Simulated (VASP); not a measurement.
Set up this calculation in VASP 6.6.1, as the native input.

* Task: single point
* Functional: PBE
* Potentials or basis: VASP PAW PBE potentials, release 64 (Hf_pv, O)
* Cutoff: 520 eV
* k mesh: 6 × 6 × 8
* Occupations: gaussian, width 0.05 eV
* Spin: no spin polarisation
* Dipole correction: no
* Further INCAR settings: ALGO = Normal; EDIFF = 1e-07; NBANDS = 31

The structure of HfO2 lies in POSCAR:

```
HfO2
1.0
    4.8812946518      0.0000000000      0.0000000000
    0.0000000000      4.8812946518      0.0000000000
    0.0000000000      0.0000000000      3.2380276120
Hf O
2 4
Direct
   -0.0999537446     -0.0999537446     -0.0532731714
    0.5000000000      0.5000000000      0.5000000000
    0.1948368017      0.8051631983      0.5000000000
    0.3051631983      0.3051631983      0.0000000000
    0.6948368017      0.6948368017      0.0000000000
    0.8051631983      0.1948368017      0.5000000000
```

This cell differs from its parent crystal: atom 1 (Hf) moved by -0.690 Å along [1 1 0] and -0.172 Å along [0 0 1].

These files were run (other wordings do the same):

INCAR

```
PREC = Accurate ; ENCUT = 520
EDIFF = 1E-7 ; ISMEAR = 0
SIGMA = 0.05 ; LREAL = F
LASPH = T ; NELM = 60
ALGO = Normal ; ISIF = 2
LWAVE = F ; LCHARG = F
GGA = PE ; NBANDS = 31
```

KPOINTS

```
Automatic mesh
0
Gamma
  6 6 8
```

Potentials or basis: VASP PAW PBE potentials, release 64 (Hf_pv, O).

The run is started by

```sh
$ cat potpaw_PBE.64/Hf_pv/POTCAR potpaw_PBE.64/O/POTCAR > POTCAR
$ mpirun -np 1 vasp_std > vasp.out
```

Results of the run:

```json
{
  "Pressure": "46.9 GPa",
  "Largest force": "54.507 eV/Å",
  "Band gap on the k mesh": "1.29 eV"
}
```

Caveat: the cell differs from its parent crystal (atom 1 (Hf) moved by -0.690 Å along [1 1 0] and -0.172 Å along [0 0 1]); atoms lie so close that the PAW spheres overlap strongly, which falsifies energies and pressures; the stress differs along the axes, from 4 to 68 GPa; spin-orbit coupling is left out, which moves the levels of the heavy elements; forces of over 1 eV/Å act on the atoms, so gaps and moduli don't describe the material at rest.

Wall time 4.2 min on 1 thread of Intel Xeon 8259CL, with other jobs on the host, peak memory 0.3 GiB.
